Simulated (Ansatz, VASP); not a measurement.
## Pt in VASP and in Ansatz

```
Pt
1.0
     2.70829    0.00000    0.00000
    -1.35415    2.34545    0.00000
     0.00000    0.00000    9.35302
Pt
4
Cartesian
  1.2761 0.8858 3.5074
  1.2761 0.8858 8.1839
  0.0780 1.4596 1.1691
  0.0780 1.4596 5.8456
```

Change from the starting cell: mode 1 frozen in at -0.078 Å and mode 2 at +0.104 Å (largest displacements).

Alike in both runs: task single point; functional LDA; k mesh 18 × 18 × 6; occupations gaussian, width 0.15 eV; no spin polarisation.

```csv
,VASP,Ansatz
version,VASP 6.6.1,Ansatz 0.2.0
potentials or method,"VASP PAW LDA potentials, release 64 (Pt), cutoff 520 eV","scalar-relativistic, plane waves, PAW"
valence electrons in the cell,40,72
```

Ansatz gave:

| Quantity | Value |
| --- | --- |
| gap on the k mesh at the Fermi level (eV) | none |
| pressure (GPa) | 0.9 |
| traceless stress, the component that is largest in VASP (GPa) | 1.73 |
| rms of the force components (eV/Å) | 0.125 |

**Question.** Which values does VASP return?

**Answer.** gap on the k mesh at the Fermi level (eV): none; pressure (GPa): 1.9; traceless stress, the component that is largest in VASP (GPa): 1.46; rms of the force components (eV/Å): 0.127.

Ansatz warns that its potentials were made for another functional, while VASP's fit it. LDA's correlation is that of Perdew and Zunger in VASP and of Perdew and Wang (1992) in Ansatz. Atom by atom the forces differ by 0.004 eV/Å (rms over components). A gap of «none» marks a metal or a gap that the smearing closes. VASP's potentials hold 40 valence electrons a cell and Ansatz's 72, so a difference there can come from the potentials and not from the codes.

Neither program's run includes spin-orbit coupling.
